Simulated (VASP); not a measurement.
The system is Ir.

```
Ir
1.0
     0.00000    1.92829    1.92829
     1.92829    0.00000    1.92829
     1.92829    1.92829    0.00000
Ir
1
Direct
  0.00000 0.00000 0.00000
```

Base run:

| Item | Value |
| --- | --- |
| Program | VASP 6.6.1 |
| Functional | r2SCAN |
| Potentials or basis | VASP PAW PBE potentials, release 64 (Ir_sv_GW) |
| Cutoff | 550 eV |
| k mesh | 12 × 12 × 12 |
| Occupations | fermi-dirac, width 0.05 eV |
| Spin | no spin polarisation |

Its results: pressure -6.1 GPa.

Q: The run is repeated on the same cell with these changes: functional from r2SCAN to LDA; potentials or basis from VASP PAW PBE potentials, release 64 (Ir_sv_GW) to VASP PAW LDA potentials, release 64 (Ir_sv_GW); cutoff from 550 eV to 500 eV. What comes out?

A: Pressure -15.4 GPa.

Caveats: the PAW data sets were made with another functional, which shifts forces and pressure a little (some runs).
